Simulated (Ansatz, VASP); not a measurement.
# One calculation of Bi, two programs

INCAR

```
SYSTEM = Bi
ALGO     = Normal         ! electronic algorithm
DIPOL    = 0.5 0.5 0.500
EDIFF    = 1E-6           ! SCF threshold, eV
ENCUT    = 520            ! plane-wave cutoff, eV
GGA      = PE             ! functional
IDIPOL   = 3            
ISIF     = 2              ! what is computed and relaxed
ISMEAR   = 0              ! smearing method
LASPH    = .TRUE.         ! aspherical terms in the spheres
LCHARG   = .FALSE.        ! write CHGCAR
LDIPOL   = .TRUE.       
LREAL    = .FALSE.        ! projectors in reciprocal space
LWAVE    = .FALSE.        ! write WAVECAR
NBANDS   = 22             ! bands
NELM     = 80             ! most SCF steps
PREC     = Accurate       ! precision mode
SIGMA    = 0.02           ! smearing width, eV
```

The input KPOINTS:

```
k-points
0
G
  9 9 1
  0 0 0
```

Contents of POSCAR:

```
Bi
1.0
    4.0700000000      0.0000000000      0.0000000000
   -2.0350000000      3.5247233934      0.0000000000
    0.0000000000      0.0000000000     28.0000000000
Bi
2
Direct
    0.3333333333      0.6666666667      0.5198035714
    0.6666666667      0.3333333333      0.4801964286
```

Input for Ansatz:

```yaml
crystal:
  lattice:
    - [4.07, 0.0, 0.0]
    - [-2.035, 3.5247233934, 0.0]
    - [0.0, 0.0, 28.0]
  atoms:
    - { symbol: Bi, position: [0.3333333333, 0.6666666667, 0.5198035714] }
    - { symbol: Bi, position: [0.6666666667, 0.3333333333, 0.4801964286] }
  periodic: [true, true, false]
basis:
  ecutwfc: 420
kpoints:
  mp_grid: { grid: [9, 9, 1] }
hamiltonian:
  xc: pbe
scf:
  occupations: { method: gaussian, width: 0.02 }
output:
  forces: true
  stress: true
  eigenvalues: true
```

Alike in both runs: task single point; functional PBE; k mesh 9 × 9 × 1; occupations gaussian, width 0.02 eV; no spin polarisation.

|  | VASP | Ansatz |
| --- | --- | --- |
| version | VASP 6.6.1 | Ansatz 0.2.0 |
| potentials or method | VASP PAW PBE potentials, release 64 (Bi_d), cutoff 520 eV | scalar-relativistic, plane waves, PAW |
| valence electrons in the cell | 30 | 30 |

VASP gave:

| Property | Result |
| --- | --- |
| gap on the k mesh at the Fermi level (eV) | none |
| rms of the force components (eV/Å) | 4.518 |

Task: Estimate Ansatz's values.

Result: gap on the k mesh at the Fermi level (eV): none; rms of the force components (eV/Å): 4.504.

Atom by atom the forces differ by 0.014 eV/Å (rms over components). A gap of «none» marks a metal or a gap that the smearing closes.

Neither program's run includes spin-orbit coupling.
